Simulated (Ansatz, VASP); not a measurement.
**One calculation of CdSe, two programs**

INCAR

```
ALGO = Normal
EDIFF = 1E-7
EDIFFG = -0.002
ENCUT = 450
GGA = PS
GGA_COMPAT = False
IBRION = 2
ISIF = 2
ISMEAR = 0
LASPH = True
LCHARG = False
LREAL = False
LWAVE = False
NELM = 120
NELMIN = 4
NSW = 50
PREC = Accurate
SIGMA = 0.01
```

The input KPOINTS:

```
k-points
0
Gamma
  6 6 6
```

The input POSCAR:

```
CdSe
1.0
   -0.0152067354      3.0337437075      3.0337437075
    3.0337437075     -0.0152067354      3.0337437075
    3.0337437075      3.0337437075     -0.0152067354
Cd Se
1 1
Direct
    0.0000000000      0.0000000000      0.0000000000
    0.7500000000      0.7500000000      0.7500000000
```

Input for Ansatz:

```yaml
crystal:
  lattice:
    - [-0.01520673538, 3.03374370749, 3.03374370749]
    - [3.03374370749, -0.01520673538, 3.03374370749]
    - [3.03374370749, 3.03374370749, -0.01520673538]
  atoms:
    - { symbol: Cd, position: [0.0, 0.0, 0.0] }
    - { symbol: Se, position: [0.75, 0.75, 0.75] }
kpoints:
  mp_grid: { grid: [6, 6, 6] }
scf:
  occupations: { method: fixed }
  convergence: { dr2_threshold: 1.0e-10 }
hamiltonian:
  xc: pbesol
  pseudopotentials: { kind: paw }
output:
  forces: true
  stress: true
  eigenstates:
    kpoints:
      - [0.0, 0.0, 0.0]
      - [0.5, 0.5, 0.0]
      - [0.5, 0.0, 0.5]
      - [0.0, 0.5, 0.5]
      - [0.0, 0.5, 0.0]
      - [0.5, 0.0, 0.0]
      - [0.0, 0.0, 0.5]
      - [0.5, 0.5, 0.5]
relax:
  f_tol: 0.002
  max_steps: 30
```

Change from the starting cell: equal xy, yz and zx engineering shears of -0.5 %, PAW files.

Alike in both runs: task relaxation of the atoms; functional PBEsol; k mesh 6 × 6 × 6; no spin polarisation.

|  | VASP | Ansatz |
| --- | --- | --- |
| version | VASP 6.6.1 | Ansatz 0.2.0 |
| potentials or method | VASP PAW PBE potentials, release 64 (Cd, Se) | PAW with Ansatz's default frozen-core files, scalar-relativistic |
| plane-wave cutoff (eV) | 450 | 420 |
| occupations | gaussian, width 0.01 eV | fixed |
| valence electrons in the cell | 18 | 36 |

|  | VASP | Ansatz | Ansatz less VASP |
| --- | --- | --- | --- |
| gap on the k mesh at the Fermi level, each at its own relaxed structure (eV) | 0.46 | 0.46 | -0.001 |

VASP's potentials were made for PBE, not for PBEsol. VASP's potentials hold 18 valence electrons a cell and Ansatz's 36, so a difference there can come from the potentials and not from the codes.
